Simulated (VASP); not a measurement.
Runs of VASP 6.6.1 on TlBr. Symmetry: Pm-3m, No. 221, cubic system. The conventional cell has a = 3.945 Å, b = 3.945 Å, c = 3.945 Å, α = 90.00°, β = 90.00°, γ = 90.00°. Within 4.5 Å of Tl (site symmetry m-3m) lie 8 Br at 3.42 Å and 6 Tl at 3.95 Å. Br (site symmetry m-3m) has 8 Tl at 3.42 Å and 6 Br at 3.95 Å within 4.5 Å. 

```tsv
task	level	k mesh	cutoff (eV)	grid for exact exchange (PRECFOCK)	share of exact exchange	gap on the mesh (eV)	pressure (GPa)
single point	HF	4 × 4 × 4	400	Normal	1	7.71	6.5
single point	r2SCANh	4 × 4 × 4	440	Normal	0.1	2.71	(b)
single point	PBE0	4 × 4 × 4	400	Normal	0.25	3.14	1.4
dielectric tensor	r2SCAN	6 × 6 × 6	440	-	-	(a)	-
```

Alike in all rows: potentials or basis VASP PAW PBE potentials, release 64 (Tl_d, Br); no spin polarisation; cell as given; smearing gaussian 0.01 eV.

Question: Estimate the missing entries.

Answer: (a) 2.23; (b) 1.1.

Caveats: the PAW data sets were made with another functional, which shifts forces and pressure a little; spin-orbit coupling is left out, which moves the levels of the heavy elements; the cell stands under pressure (at least some runs).

A k mesh can miss the band edges, and the runs leave out spin-orbit coupling on Br, Tl.
